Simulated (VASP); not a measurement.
# KBr (Fm-3m) in VASP: a series of runs

The runs below take KBr through single point, with PBEsol, PBE-based screened hybrid with 25 % exact exchange.

Everything below comes from runs of VASP 6.6.1. Logs are shortened: lines on timing, memory, paths and dates and some standing lists are left out, and cuts for length are marked.

## 1. The cell of the first run

Symmetry: Fm-3m, No. 225, cubic system. Conventional cell: a = 6.556 Å, b = 6.556 Å, c = 6.556 Å, α = 90.00°, β = 90.00°, γ = 90.00°. Within 4.3 Å of Br (site symmetry m-3m) lie 6 K at 3.28 Å. Within 4.3 Å of K (site symmetry m-3m) lie 6 Br at 3.28 Å.

## 2. Single point, PBEsol, collinear spin (35.22 Å³/atom)

INCAR reads:

```
PREC = Accurate ; ENCUT = 520
EDIFF = 1E-6 ; ISMEAR = -1
SIGMA = 0.05 ; LREAL = F
LASPH = T ; NELM = 150
ALGO = Normal ; ISIF = 2
LWAVE = F ; LCHARG = F
ISPIN = 2 ; MAGMOM = 0.5 0
LORBIT = 11 ; GGA = PS
NBANDS = 19
```

KPOINTS reads:

```
regular mesh
0
Gamma
  7 7 7
```

POSCAR reads:

```
KBr
1.0
    0.0000000000      3.2778516817      3.2778516817
    3.2778516817      0.0000000000      3.2778516817
    3.2778516817      3.2778516817      0.0000000000
Br K
1 1
Direct
    0.5000000000      0.5000000000      0.5000000000
    0.0000000000      0.0000000000      0.0000000000
```

Potentials or basis: VASP PAW PBE potentials, release 64 (Br, K_sv).

Command:

```console
$ cat potpaw_PBE.64/Br/POTCAR potpaw_PBE.64/K_sv/POTCAR > POTCAR
$ mpirun -np 1 vasp_std > vasp.out
```

OUTCAR:

```text
PREC = Accurate
   ENCUT = 520
   EDIFF = 1E-6
   ISMEAR = -1
   LREAL = F
   LASPH = T
   NELM = 150
   ISIF = 2
   ISPIN = 2
   LORBIT = 11
   GGA = PS

 ion  position               nearest neighbor table
   1  0.500  0.500  0.500-   2 3.28   2 3.28   2 3.28   2 3.28   2 3.28   2 3.28
   2  0.000  0.000  0.000-   1 3.28   1 3.28   1 3.28   1 3.28   1 3.28   1 3.28

  LATTYP: Found a face centered cubic cell.
 ALAT       =     6.5557033634

  Lattice vectors:

 A1 = (   0.0000000000,   3.2778516817,   3.2778516817)
 A2 = (   3.2778516817,   0.0000000000,   3.2778516817)
 A3 = (   3.2778516817,   3.2778516817,   0.0000000000)

Analysis of symmetry for initial positions (statically):
=====================================================================
 Subroutine PRICEL returns:
 Original cell was already a primitive cell.

 Routine SETGRP: Setting up the symmetry group for a
 face centered cubic supercell.

 Subroutine GETGRP returns: Found 48 space group operations
 (whereof 48 operations were pure point group operations)
 out of a pool of 48 trial point group operations.

The static configuration has the point symmetry O_h .

Analysis of symmetry for dynamics (positions and initial velocities):
=====================================================================
 Subroutine PRICEL returns:
 Original cell was already a primitive cell.

 Routine SETGRP: Setting up the symmetry group for a
 face centered cubic supercell.

 Subroutine GETGRP returns: Found 48 space group operations
 (whereof 48 operations were pure point group operations)
 out of a pool of 48 trial point group operations.

The dynamic configuration has the point symmetry O_h .

Analysis of structural, dynamic, and magnetic symmetry:
=====================================================================
 Subroutine PRICEL returns:
 Original cell was already a primitive cell.

 Routine SETGRP: Setting up the symmetry group for a
 face centered cubic supercell.

 Subroutine GETGRP returns: Found 48 space group operations
 (whereof 48 operations were pure point group operations)
 out of a pool of 48 trial point group operations.

The overall configuration has the point symmetry O_h .

 Subroutine INISYM returns: Found 48 space group operations
 (whereof 48 operations are pure point group operations),
 and found     1 'primitive' translations

[... 110 lines left out ...]
  volume/ion in A,a.u.               =      35.22       237.66
  Fermi-wavevector in a.u.,A,eV,Ry     =   0.998885  1.887619 13.575504  0.997771
  Thomas-Fermi vector in A             =   2.131138
   LORBIT       =     11    0 simple, 1 ext, 2 COOP (PROOUT), +10 PAW based schemes
   GGA     = PS    functional components
   LHFCALC =     F    Hartree Fock is set to
   AEXX    =    0.0000 exact exchange contribution
   IVDW    =     0    specifies the selected vdW correction
   LEPSILON=     F    determine dielectric tensor
   LRPA    =     F    only Hartree local field effects (RPA)
 spin polarized calculation
  energy-cutoff  :      520.00
  volume of cell :       70.44
 maximum number of plane-waves:      1917
   NGX = 17   NGY = 17   NGZ = 17

 number of electron      15.9999999 magnetization       0.0000289

 number of electron      15.9999999 magnetization      -0.0000187

 Free energy of the ion-electron system (eV)
  ---------------------------------------------------
  ext. energy  EPLUGINS =         0.00000000
  ---------------------------------------------------
  free energy    TOTEN  =        -6.45992381 eV

  energy without entropy =       -6.45992381  energy(sigma->0) =       -6.45992381

 E-fermi :  -0.6205     XC(G=0):  -7.6306

 val. band max:       -1.7463613003   @ k =   0.0000   0.0000   0.0000
 cond. band min:       2.5820102093   @ k =   0.0000   0.0000   0.0000
 fundamental gap:      4.3283715096
 Fermi energy:        -0.6204927201

 spin component 1

 k-point     1 :       0.0000    0.0000    0.0000
  band No.  band energies     occupation
      1     -29.3160      1.00000
      2     -14.0783      1.00000
      3     -12.8606      1.00000
      4     -12.8606      1.00000
      5     -12.8606      1.00000
      6      -1.7464      1.00000
[... 416 lines left out ...]
      5     -12.7646      1.00000
      6      -2.4607      1.00000
[... 11 lines left out ...]
     18      12.3237      0.00000
     19      12.8342      0.00000
 Fermi energy:        -0.6204927201

 spin component 2

 k-point     1 :       0.0000    0.0000    0.0000
  band No.  band energies     occupation
      1     -29.3160      1.00000
      2     -14.0783      1.00000
      3     -12.8606      1.00000
      4     -12.8606      1.00000
      5     -12.8606      1.00000
      6      -1.7464      1.00000
[... 417 lines left out ...]
      6      -2.4607      1.00000
[... 11 lines left out ...]
     18      12.3237      0.00000
     19      12.8342      0.00000

------------------------ aborting loop because EDIFF is reached ----------------------------------------

  FORCE on cell =-STRESS in cart. coord.  units (eV):
  Direction    XX          YY          ZZ          XY          YZ          ZX
  --------------------------------------------------------------------------------------
  -------------------------------------------------------------------------------------
  Total        0.0064259      0.0064259      0.0064259      0.0000000      0.0000000     -0.0000000
  in kB        0.1461658      0.1461658      0.1461658      0.0000000      0.0000000     -0.0000000
  external PRESSURE =       0.1461658 kB  Pullay stress =       0.0000000 kB

 VOLUME and BASIS-vectors are now :
 -----------------------------------------------------------------------------
  energy-cutoff  :      520.00
  volume of cell :       70.44
      direct lattice vectors                 reciprocal lattice vectors
     0.000000000  3.277851682  3.277851682    -0.152538934  0.152538934  0.152538934
     3.277851682  0.000000000  3.277851682     0.152538934 -0.152538934  0.152538934
     3.277851682  3.277851682  0.000000000     0.152538934  0.152538934 -0.152538934

 POSITION                                       TOTAL-FORCE (eV/Angst)
 -----------------------------------------------------------------------------------
      3.27785      3.27785      3.27785         0.000000     -0.000000     -0.000000
      0.00000      0.00000      0.00000         0.000000      0.000000      0.000000
 -----------------------------------------------------------------------------------
    total drift:                                0.000000      0.000000      0.000000

  FREE ENERGIE OF THE ION-ELECTRON SYSTEM (eV)
  ---------------------------------------------------
  free  energy   TOTEN  =        -6.4599238122 eV

  energy  without entropy=       -6.4599238122  energy(sigma->0) =       -6.45992381

 total charge

# of ion       s       p       d       tot
------------------------------------------
    1        1.592   3.285   0.001   4.878
    2        1.957   5.568   0.026   7.551
--------------------------------------------------
tot          3.548   8.853   0.027  12.429

 magnetization (x)

# of ion       s       p       d       tot
------------------------------------------
    1       -0.000  -0.000  -0.000  -0.000
    2        0.000  -0.000   0.000  -0.000
--------------------------------------------------
tot         -0.000  -0.000   0.000  -0.000
```

Wall time 30 s (1 thread of Intel Xeon 6975P-C (Granite Rapids), shared host); peak memory 0.25 GiB.

What came out:

| Quantity | Value |
| --- | --- |
| Free energy | -6.4599 eV |
| Pressure | 0.0 GPa |
| Band gap on the k mesh | 4.33 eV |
| Net moment | 0.00 μB per cell |
| Valence electrons inside the program's atomic spheres | Br 4.88; K 7.55 |

Levels at points of the mesh, in eV from the valence-band top:
Spin up:
```
           k point  band 5  band 6  band 7  band 8  band 9  band 10  band 11  band 12
(0.00, 0.00, 0.00)  -11.11    0.00    0.00    0.00    4.33     7.53     7.53     7.53
```
Spin down:
```tsv
k point	band 6	band 7	band 8	band 9	band 10	band 11
(0.00, 0.00, 0.00)	0.00	0.00	0.00	4.33	7.53	7.53
```

Caveat: the PAW data sets were made with another functional, which shifts forces and pressure a little.

## 3. Single point, PBEsol, collinear spin (35.94 Å³/atom)

This run uses another cell than the first one, of 35.94 Å³/atom.

INCAR reads:

```
SYSTEM = KBr
PREC = Accurate
ENCUT = 520
EDIFF = 1E-6
ISMEAR = -1
SIGMA = 0.05
LREAL = .False.
LASPH = .True.
NELM = 150
ALGO = Normal
ISIF = 2
LWAVE = .False.
LCHARG = .False.
ISPIN = 2
MAGMOM = 0.5 0
LORBIT = 11
GGA = PS
NBANDS = 19
```

KPOINTS reads:

```
Automatic mesh
0
Gamma
  7 7 7
  0 0 0
```

POSCAR reads:

```
KBr
1.0
    0.0000000000      3.3000000000      3.3000000000
    3.3000000000      0.0000000000      3.3000000000
    3.3000000000      3.3000000000      0.0000000000
Br K
1 1
Direct
    0.5000000000      0.5000000000      0.5000000000
    0.0000000000      0.0000000000      0.0000000000
```

Potentials or basis: VASP PAW PBE potentials, release 64 (Br, K_sv).

Command:

```console
$ cat potpaw_PBE.64/Br/POTCAR potpaw_PBE.64/K_sv/POTCAR > POTCAR
$ mpirun -np 1 vasp_std > vasp.out
```

OUTCAR:

```text
SYSTEM = KBr
   PREC = Accurate
   ENCUT = 520
   EDIFF = 1E-6
   ISMEAR = -1
   LREAL = .False.
   LASPH = .True.
   NELM = 150
   ISIF = 2
   ISPIN = 2
   LORBIT = 11
   GGA = PS

 ion  position               nearest neighbor table
   1  0.500  0.500  0.500-   2 3.30   2 3.30   2 3.30   2 3.30   2 3.30   2 3.30
   2  0.000  0.000  0.000-   1 3.30   1 3.30   1 3.30   1 3.30   1 3.30   1 3.30

  LATTYP: Found a face centered cubic cell.
 ALAT       =     6.6000000000

  Lattice vectors:

 A1 = (   0.0000000000,   3.3000000000,   3.3000000000)
 A2 = (   3.3000000000,   0.0000000000,   3.3000000000)
 A3 = (   3.3000000000,   3.3000000000,   0.0000000000)

Analysis of symmetry for initial positions (statically):
=====================================================================
 Subroutine PRICEL returns:
 Original cell was already a primitive cell.

 Routine SETGRP: Setting up the symmetry group for a
 face centered cubic supercell.

[... 634 lines left out ...]
      5     -12.9813      1.00000
      6      -1.8265      1.00000
[... 417 lines left out ...]
      6      -2.5173      1.00000
[... 11 lines left out ...]
     18      12.1504      0.00000
     19      12.6283      0.00000

------------------------ aborting loop because EDIFF is reached ----------------------------------------

  FORCE on cell =-STRESS in cart. coord.  units (eV):
  Direction    XX          YY          ZZ          XY          YZ          ZX
  --------------------------------------------------------------------------------------
  -------------------------------------------------------------------------------------
  Total       -0.1266536     -0.1266536     -0.1266536     -0.0000000     -0.0000000     -0.0000000
  in kB       -2.8232943     -2.8232943     -2.8232943     -0.0000000     -0.0000000     -0.0000000
  external PRESSURE =      -2.8232943 kB  Pullay stress =       0.0000000 kB

 VOLUME and BASIS-vectors are now :
 -----------------------------------------------------------------------------
  energy-cutoff  :      520.00
  volume of cell :       71.87
      direct lattice vectors                 reciprocal lattice vectors
     0.000000000  3.300000000  3.300000000    -0.151515152  0.151515152  0.151515152
     3.300000000  0.000000000  3.300000000     0.151515152 -0.151515152  0.151515152
     3.300000000  3.300000000  0.000000000     0.151515152  0.151515152 -0.151515152

 POSITION                                       TOTAL-FORCE (eV/Angst)
 -----------------------------------------------------------------------------------
      3.30000      3.30000      3.30000        -0.000000      0.000000     -0.000000
      0.00000      0.00000      0.00000         0.000000     -0.000000      0.000000
 -----------------------------------------------------------------------------------
    total drift:                                0.000000      0.000000      0.000000

  FREE ENERGIE OF THE ION-ELECTRON SYSTEM (eV)
  ---------------------------------------------------
  free  energy   TOTEN  =        -6.4588087787 eV

  energy  without entropy=       -6.4588087786  energy(sigma->0) =       -6.45880878

 total charge

# of ion       s       p       d       tot
------------------------------------------
    1        1.592   3.282   0.001   4.874
    2        1.956   5.568   0.025   7.549
--------------------------------------------------
tot          3.548   8.850   0.026  12.423

 magnetization (x)

# of ion       s       p       d       tot
------------------------------------------
    1       -0.000  -0.000  -0.000  -0.000
    2        0.000  -0.000   0.000  -0.000
--------------------------------------------------
tot         -0.000  -0.000   0.000  -0.000
```

OSZICAR:

```text
N       E                     dE             d eps       ncg     rms          rms(c)
DAV:   1     0.994979063401E+02    0.99498E+02   -0.64962E+03  1520   0.718E+02
DAV:   2    -0.340048657447E+00   -0.99838E+02   -0.92598E+02  1915   0.193E+02
DAV:   3    -0.634679286288E+01   -0.60067E+01   -0.59676E+01  1994   0.404E+01
DAV:   4    -0.657852476380E+01   -0.23173E+00   -0.23158E+00  2280   0.666E+00
DAV:   5    -0.658039751851E+01   -0.18728E-02   -0.18727E-02  1952   0.686E-01    0.334E+00
DAV:   6    -0.646203624980E+01    0.11836E+00   -0.15188E-01  1727   0.185E+00    0.231E+00
DAV:   7    -0.644840623990E+01    0.13630E-01   -0.67198E-02  1952   0.128E+00    0.128E+00
DAV:   8    -0.645541648728E+01   -0.70102E-02   -0.12206E-02  1863   0.584E-01    0.644E-01
DAV:   9    -0.645779630516E+01   -0.23798E-02   -0.19348E-03  1952   0.244E-01    0.141E-01
DAV:  10    -0.645847087772E+01   -0.67457E-03   -0.41864E-04  1754   0.107E-01    0.735E-02
DAV:  11    -0.645871940555E+01   -0.24853E-03   -0.14028E-04  1770   0.526E-02    0.406E-02
DAV:  12    -0.645880192318E+01   -0.82518E-04   -0.61284E-05  1713   0.361E-02    0.104E-02
DAV:  13    -0.645880738675E+01   -0.54636E-05   -0.32047E-06  1918   0.950E-03    0.343E-03
DAV:  14    -0.645880862377E+01   -0.12370E-05   -0.84080E-07  1663   0.458E-03    0.192E-03
DAV:  15    -0.645880877874E+01   -0.15497E-06   -0.29016E-07  1393   0.272E-03
   1 F= -.64588088E+01 E0= -.64588088E+01  d E =-.107007E-09  mag=    -0.0000
```

Run time: 28 s. Hardware: 1 thread of Intel Xeon 6975P-C (Granite Rapids), shared host; peak memory 0.25 GiB.

What came out:

* Free energy: -6.4588 eV
* Pressure: -0.3 GPa
* Band gap on the k mesh: 4.28 eV
* Net moment: 0.00 μB per cell
* Valence electrons inside the program's atomic spheres: Br 4.87; K 7.55

Caveat: the PAW data sets were made with another functional, which shifts forces and pressure a little.

(Continued in part 2 of 2.)
